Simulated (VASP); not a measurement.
Wanted: the native input for a VASP 6.6.1 run.

```
Task                   : single point
Functional             : PBEsol
Potentials or basis    : VASP PAW PBE potentials, release 64 (Zn, S)
Cutoff                 : 520 eV
k mesh                 : 6 × 6 × 6
Occupations            : fermi-dirac, width 0.02 eV
Spin                   : no spin polarisation
Dipole correction      : no
Further INCAR settings : ALGO = Normal; EDIFF = 1e-06; NBANDS = 46
```

The structure of ZnS lies in POSCAR:

```
ZnS
1.0
    1.9040021700      1.0992761700     12.4576209600
   -1.9040021700      1.0992761700     12.4576209600
    0.0000000000     -2.1985523400     12.4576209600
Zn S
4 4
Direct
    0.5833499500      0.5833499500      0.5833499500
    0.9999479000      0.9999479000      0.9999479000
    0.4166097700      0.4166097700      0.4166097700
    0.1666666667      0.1666666667      0.1666666667
    0.3540826500      0.3540826500      0.3540826500
    0.1041633400      0.1041633400      0.1041633400
    0.5209004700      0.5209004700      0.5209004700
    0.9374947100      0.9374947100      0.9374947100
```

These files were run (other wordings do the same):

INCAR

```
SYSTEM = ZnS
ALGO     = Normal         ! electronic algorithm
EDIFF    = 1E-6           ! SCF threshold, eV
ENCUT    = 520            ! plane-wave cutoff, eV
GGA      = PS             ! functional
ISIF     = 2              ! what is computed and relaxed
ISMEAR   = -1             ! smearing method
LASPH    = .TRUE.         ! aspherical terms in the spheres
LCHARG   = .FALSE.        ! write CHGCAR
LREAL    = .FALSE.        ! projectors in reciprocal space
LWAVE    = .FALSE.        ! write WAVECAR
NBANDS   = 46             ! bands
NELM     = 100            ! most SCF steps
PREC     = Accurate       ! precision mode
SIGMA    = 0.02           ! smearing width, eV
```

KPOINTS

```
k-points
0
G
  6 6 6
  0 0 0
```

Potentials or basis: VASP PAW PBE potentials, release 64 (Zn, S).

The run is started by

```bash
$ cat potpaw_PBE.64/Zn/POTCAR potpaw_PBE.64/S/POTCAR > POTCAR
$ mpirun -np 1 vasp_std > vasp.out
```

Results of the run:

| Quantity | Value |
| --- | --- |
| Pressure | -1.1 GPa |
| Largest force | 0.013 eV/Å |
| Band gap on the k mesh | 2.05 eV |

Caveat: the PAW data sets were made with another functional, which shifts forces and pressure a little.

It took 67 min on 1 thread of Intel Xeon 8259CL, with other jobs on the host, peak memory 1.5 GiB.
